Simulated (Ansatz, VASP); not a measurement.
## GaP in VASP and in Ansatz

File INCAR:

```
PREC     = Accurate       # precision mode
ENCUT    = 520            # plane-wave cutoff, eV
EDIFF    = 1E-7           # SCF threshold, eV
ISMEAR   = 0              # smearing method
SIGMA    = 0.05           # smearing width, eV
LREAL    = F              # projectors in reciprocal space
LASPH    = T              # aspherical terms in the spheres
NELM     = 60             # most SCF steps
ALGO     = Normal         # electronic algorithm
ISIF     = 2              # what is computed and relaxed
LWAVE    = F              # write WAVECAR
LCHARG   = F              # write CHGCAR
GGA      = PE             # functional
NBANDS   = 16             # bands
```

File KPOINTS:

```
Automatic mesh
0
Gamma
  10 10 10
```

Contents of POSCAR:

```
GaP
1.0
    0.0000000000      2.7741447779      2.8493680957
    2.8493680957      0.0000000000      2.8493680957
    2.8493680957      2.7741447779      0.0000000000
Ga P
1 1
Direct
    0.0000000000      0.0000000000      0.0000000000
    0.7500000000      0.7500000000      0.7500000000
```

Input for Ansatz:

```yaml
crystal:
  lattice:
    - [0.0, 2.7741447779, 2.8493680957]
    - [2.8493680957, 0.0, 2.8493680957]
    - [2.8493680957, 2.7741447779, 0.0]
  atoms:
    - { symbol: Ga, position: [0.0, 0.0, 0.0] }
    - { symbol: P, position: [0.75, 0.75, 0.75] }
basis:
  ecutwfc: 420
kpoints:
  mp_grid: { grid: [10, 10, 10] }
hamiltonian:
  xc: pbe
scf:
  occupations: { method: gaussian, width: 0.05 }
output:
  forces: true
  stress: true
  eigenvalues: true
```

Alike in both runs: task single point; functional PBE; k mesh 10 × 10 × 10; occupations gaussian, width 0.05 eV; no spin polarisation.

|  | VASP | Ansatz |
| --- | --- | --- |
| version | VASP 6.6.1 | Ansatz 0.2.0 |
| potentials or method | VASP PAW PBE potentials, release 64 (Ga_d, P), cutoff 520 eV | scalar-relativistic, plane waves, PAW |
| valence electrons in the cell | 18 | 18 |

Ansatz gave:

| Quantity | Value |
| --- | --- |
| gap on the k mesh at the Fermi level (eV) | 0.88 |
| least direct gap on the mesh (eV) | 0.88 |
| pressure (GPa) | -4.9 |
| traceless stress, the component that is largest in VASP (GPa) | 1.20 |

Estimate VASP's values.

gap on the k mesh at the Fermi level (eV): 0.87; least direct gap on the mesh (eV): 0.87; pressure (GPa): -4.9; traceless stress, the component that is largest in VASP (GPa): 1.20.
